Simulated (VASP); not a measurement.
Runs of VASP 6.6.1 on WC (pbe). The structure is that of space group P-6m2 (No. 187), or close to it. The cells are those of the table. 

```tsv
task	cell	k mesh	cutoff (eV)	smearing	gap on the mesh (eV)	pressure (GPa)	relaxed volume (Å³/atom)
single point	a = 2.922, b = 2.922, c = 2.846 Å, angles 90.0, 90.0, 120.0°, 2 atoms	9 × 9 × 8	520	gaussian 0.1 eV	none	1.1	-
single point	a = 2.882, b = 2.882, c = 2.824 Å, angles 90.0, 90.0, 120.0°, 2 atoms	9 × 9 × 6	520	gaussian 0.1 eV	none	(a)	-
relaxation of cell and atoms	relaxed from a = 2.922, b = 2.922, c = 2.846 Å, angles 90.0, 90.0, 120.0°, 2 atoms	18 × 18 × 14	600	gaussian 0.1 eV	none	0.0	10.55
relaxation of cell and atoms	relaxed from a = 2.922, b = 2.922, c = 2.847 Å, angles 90.0, 90.0, 120.0°, 2 atoms	18 × 18 × 14	600	fermi-dirac 0.15 eV	none	0.0	10.55
single point	a = 2.923, b = 2.923, c = 2.846 Å, angles 90.0, 90.0, 120.0°, 2 atoms	18 × 18 × 14	520	fermi-dirac 0.15 eV	none	1.0	-
relaxation of cell and atoms	relaxed from a = 2.882, b = 2.882, c = 2.824 Å, angles 90.0, 90.0, 120.0°, 2 atoms	9 × 9 × 8	600	gaussian 0.1 eV	none	0.3	10.55
single point	a = 2.922, b = 2.922, c = 2.847 Å, angles 90.0, 90.0, 120.0°, 2 atoms	18 × 18 × 14	520	gaussian 0.1 eV	none	1.0	-
```

Alike in all rows: level PBE; potentials or basis VASP PAW PBE potentials, release 64 (W_sv, C); no spin polarisation.

Problem. Estimate the missing entries.

Solution. (a) 16.0.

Caveats: some runs use coarse meshes; spin-orbit coupling is left out, which moves the levels of the heavy elements.

A k mesh can miss the band edges, and the runs leave out spin-orbit coupling on W.

A gap of «none» marks levels without a gap at the run's occupations.
